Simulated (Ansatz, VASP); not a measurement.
## Two plane-wave programs on Cd

INCAR

```
SYSTEM = Cd
PREC = Accurate
ENCUT = 630
EDIFF = 1E-6
ISMEAR = -1
SIGMA = 0.1
LREAL = .FALSE.
LASPH = .TRUE.
NELM = 120
ALGO = Normal
ISIF = 2
LWAVE = .FALSE.
LCHARG = .TRUE.
GGA = CA
LELF = .TRUE.
LVHAR = .TRUE.
NBANDS = 27
GGA_COMPAT = .FALSE.
```

The input KPOINTS:

```
Automatic mesh
0
G
  13 13 6
  0 0 0
```

File POSCAR:

```
Cd
1.0
    2.8818641727      0.0000000000      0.0000000000
   -1.4409320863      2.4957675838      0.0000000000
    0.0000000000      0.0000000000      5.6383707528
Cd
2
Direct
    0.3333333333      0.6666666667      0.2500000000
    0.6666666667      0.3333333333      0.7500000000
```

Input for Ansatz:

```yaml
crystal:
  lattice:
    - [2.8818641727, 0.0, 0.0]
    - [-1.4409320863, 2.4957675838, 0.0]
    - [0.0, 0.0, 5.6383707528]
  atoms:
    - { symbol: Cd, position: [0.3333333333, 0.6666666667, 0.25] }
    - { symbol: Cd, position: [0.6666666667, 0.3333333333, 0.75] }
hamiltonian:
  xc: lda
  pseudopotentials:
    kind: paw
    azcp:
      Cd: "pseudopotentials/Cd.paw.azcp"
basis:
  ecutwfc: 800
  fft_grid_basis: typed
kpoints:
  mp_grid: { grid: [13, 13, 6], shift: [0, 0, 0] }
magnetization:
  spin_polarized: false
scf:
  occupations: { method: fermi_dirac, width: 0.1 }
  lower_state_search: "off"
output:
  stress: true
```

Alike in both runs: task single point; functional LDA; k mesh 13 × 13 × 6; occupations fermi-dirac, width 0.1 eV; no spin polarisation.

|  | VASP | Ansatz |
| --- | --- | --- |
| version | VASP 6.6.1 | Ansatz 0.2.0 |
| potentials or method | VASP PAW LDA potentials, release 64 (Cd_sv_GW), cutoff 630 eV | plane waves (800 eV) with PAW, scalar-relativistic |
| valence electrons in the cell | 40 | 40 |

```csv
,VASP,Ansatz,Ansatz less VASP
pressure (GPa),0.0,0.1,+0.05
"traceless stress, the component that is largest in VASP (GPa)",-2.05,-1.90,+0.155
```

Ansatz warns that its potentials were made for another functional, while VASP's fit it. LDA's correlation is that of Perdew and Zunger in VASP and of Perdew and Wang (1992) in Ansatz.
